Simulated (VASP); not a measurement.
Runs of VASP 6.6.1 on KTaO3. The structure is that of space group Pm-3m (No. 221), or close to it. The cells are those of the table. 

| level | cell | smearing | gap on the mesh (eV) | pressure (GPa) |
| --- | --- | --- | --- | --- |
| r2SCAN | a = 3.990 Å, angles 90.0, 90.0, 90.9°, 5 atoms | gaussian 0.01 eV | 2.57 | 0.9 |
| r2SCAN | a = 4.110 Å, 5 atoms | gaussian 0.01 eV | (a) | -14.7 |
| r2SCAN | a = 3.990 Å, 5 atoms | gaussian 0.01 eV | (b) | 0.9 |
| r2SCAN | a = 4.030 Å, 5 atoms | gaussian 0.01 eV | 2.52 | -5.0 |
| PBE | a = 3.990 Å, angles 90.0, 90.0, 90.9°, 5 atoms | fermi-dirac 0.02 eV | (d) | 5.8 |
| PBE | a = 3.930, b = 3.930, c = 4.013 Å, 5 atoms | fermi-dirac 0.02 eV | (c) | 11.5 |
| r2SCAN | a = 3.930, b = 3.930, c = 4.013 Å, 5 atoms | gaussian 0.01 eV | 2.63 | 6.7 |

Alike in all rows: task single point; potentials or basis VASP PAW PBE potentials, release 64 (K_sv, Ta_pv, O); no spin polarisation; k mesh 6 × 6 × 6; cutoff (eV) 520.

Question: Estimate the missing entries.

Answer: (a) 2.36; (b) 2.59; (c) 2.20; (d) 2.14.

Caveats: spin-orbit coupling is left out, which moves the levels of the heavy elements; the PAW data sets were made with another functional, which shifts forces and pressure a little (at least some runs); the cell stands under tension (at least some runs); the cell stands under pressure (at least some runs); the stress differs along the axes, from 6 to 14 GPa (at least some runs); the stress differs along the axes, from 1 to 10 GPa (at least some runs).

A k mesh can miss the band edges, and the runs leave out spin-orbit coupling on Ta.
